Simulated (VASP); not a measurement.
**KF: single point with PBE**

System: KF, a wire with vacuum.

```
K F
1.0
    10.10000    0.00000    0.00000
     0.00000    9.30000    0.00000
     0.00000    0.00000    4.78506
K F
1 1
Direct
  0.49986 0.50000 0.00000
  0.50014 0.50000 0.50000
```

```json
{
 "Program": "VASP 6.6.1",
 "Task": "single point",
 "Functional": "PBE",
 "Potentials or basis": "VASP PAW PBE potentials, release 64 (K_sv, F)",
 "Cutoff": "520 eV",
 "k mesh": "1 × 1 × 15",
 "Occupations": "gaussian, width 0.05 eV",
 "Spin": "collinear spin",
 "Starting moments": "[0.5, 0.5] μB"
}
```

| Property | Result |
| --- | --- |
| Band gap on the k mesh | 4.30 eV |
| Net moment | 0.00 μB per cell |
| Valence electrons inside the program's atomic spheres | K 7.58; F 6.07 |

Levels at points of the mesh, in eV from the valence-band top:
Spin up:
```tsv
k point	band 4	band 5	band 6	band 7	band 8	band 9	band 10	band 11	band 12	band 13
(0.00, 0.00, 0.00)	-11.47	-11.21	-0.30	-0.30	0.00	4.30	5.89	6.10	6.12	6.37
```
Spin down:
| k point | band 5 | band 6 | band 7 | band 8 | band 9 | band 10 | band 11 | band 12 |
| --- | --- | --- | --- | --- | --- | --- | --- | --- |
| (0.00, 0.00, 0.00) | -11.21 | -0.30 | -0.30 | 0.00 | 4.31 | 5.89 | 6.11 | 6.13 |

It took 2.1 min on 1 thread of AMD EPYC 9R45 96-Core Processor (Zen 5), on a shared host, peak memory 0.65 GiB.
